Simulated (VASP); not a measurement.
MgGe2:

```
CELL_PARAMETERS angstrom
4.32232 0.00000 0.00000
0.00000 4.32232 0.00000
0.00000 0.00000 3.49761
ATOMIC_POSITIONS crystal
Mg 0.00000 0.00000 0.50000
Ge 0.00000 0.50000 0.00000
Ge 0.50000 0.00000 0.00000
```

* Program: VASP 6.6.1
* Task: relaxation of cell and atoms
* Functional: PBE
* Potentials or basis: VASP PAW PBE potentials, release 64 (Mg, Ge_d)
* Cutoff: 600 eV
* k mesh: 12 × 12 × 14
* Occupations: gaussian, width 0.1 eV
* Spin: no spin polarisation

At the start: pressure -0.1 GPa; volume 21.78 Å³/atom.

Question: Where does the relaxation end?

Answer: Over 20 steps the energy falls by 130.3 meV/atom and the volume is 21.26 Å³/atom (-2.4 %); space group P4/mmm (No. 123, to 0.05 Å).

Step by step:
```csv
step,energy change (eV),largest force (eV/Å),pressure (GPa),volume (Å³)
1,0.0000,0.0000,-0.07,65.34
2,-0.0036,0.0000,-0.13,65.25
3,-0.0215,0.0000,0.13,64.96
4,-0.0810,0.0000,0.42,64.28
5,-0.2635,0.0000,1.25,62.57
6,-0.1593,0.0000,7.49,57.90
7,-0.3533,0.0000,2.81,60.92
8,-0.3510,0.0000,3.76,60.10
9,-0.3557,0.0000,3.39,60.35
10,-0.3569,0.0000,3.39,60.38
11,-0.3589,0.0000,3.06,60.46
12,-0.3591,0.0000,3.33,60.49
13,-0.3610,0.0000,3.08,60.58
14,-0.3664,0.0000,2.84,60.87
15,-0.3755,0.0000,2.28,61.45
16,-0.3873,0.0000,1.18,62.61
17,-0.3869,0.0000,-0.97,64.99
18,-0.3908,0.0000,-0.25,63.89
19,-0.3907,0.0000,0.36,63.59
20,-0.3908,0.0000,0.01,63.77
```

Final structure:
```
CELL_PARAMETERS angstrom
3.85319 0.00000 0.00000
0.00000 3.85319 0.00000
0.00000 0.00000 4.29488
ATOMIC_POSITIONS crystal
Mg 0.00000 0.00000 0.50000
Ge 0.00000 0.50000 0.00000
Ge 0.50000 0.00000 0.00000
```
